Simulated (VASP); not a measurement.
Write the native input for VASP 6.6.1 that does the following.

- Task: single point
- Functional: PBE
- Potentials or basis: VASP PAW PBE potentials, release 64 (Cu, Zn, Sn_d, S)
- Cutoff: 520 eV
- k mesh: 6 × 6 × 6
- Occupations: gaussian, width 0.01 eV
- Spin: no spin polarisation
- Dipole correction: no
- Further INCAR settings: ALGO = Normal; EDIFF = 1e-06; NBANDS = 46

The structure of ZnCu2SnS4 lies in POSCAR:

```
ZnCu2SnS4
1.0
   -2.7069829090      2.7069829090      5.4112901405
    2.7069829090     -2.7069829090      5.4112901405
    2.7069829090      2.7069829090     -5.4112901405
Cu Zn Sn S
2 1 1 4
Direct
    0.0000000000      0.0000000000      0.0000000000
    0.7500000000      0.2500000000      0.5000000000
    0.2500000000      0.7500000000      0.5000000000
    0.5000000000      0.5000000000      0.0000000000
    0.1065752453      0.6286969754      0.9935355563
    0.3713030246      0.3648385809      0.4778782699
    0.6351614191      0.1130396890      0.0064644437
    0.8869603110      0.8934247547      0.5221217301
```

The input as run:

INCAR

```
PREC = Accurate
ENCUT = 520
EDIFF = 1E-6
ISMEAR = 0
SIGMA = 0.01
LREAL = False
LASPH = True
NELM = 60
ALGO = Normal
ISIF = 2
LWAVE = False
LCHARG = True
GGA = PE
LELF = True
LVHAR = True
NBANDS = 46
```

KPOINTS

```
Automatic mesh
0
Gamma
  6 6 6
```

Potentials or basis: VASP PAW PBE potentials, release 64 (Cu, Zn, Sn_d, S).

Launch:

```console
$ cat potpaw_PBE.64/Cu/POTCAR potpaw_PBE.64/Zn/POTCAR potpaw_PBE.64/Sn_d/POTCAR potpaw_PBE.64/S/POTCAR > POTCAR
$ mpirun -np 1 vasp_std > vasp.out
```

Results of the run:

```yaml
Pressure: 2.4 GPa
Largest_force: 0.136 eV/Å
Band_gap_on_the_k_mesh: 0.21 eV
```

Caveat: spin-orbit coupling is left out, which moves the levels of the heavy elements.

It took 13 min on 1 thread of Intel Xeon 8259CL (shared host), peak memory 0.52 GiB.
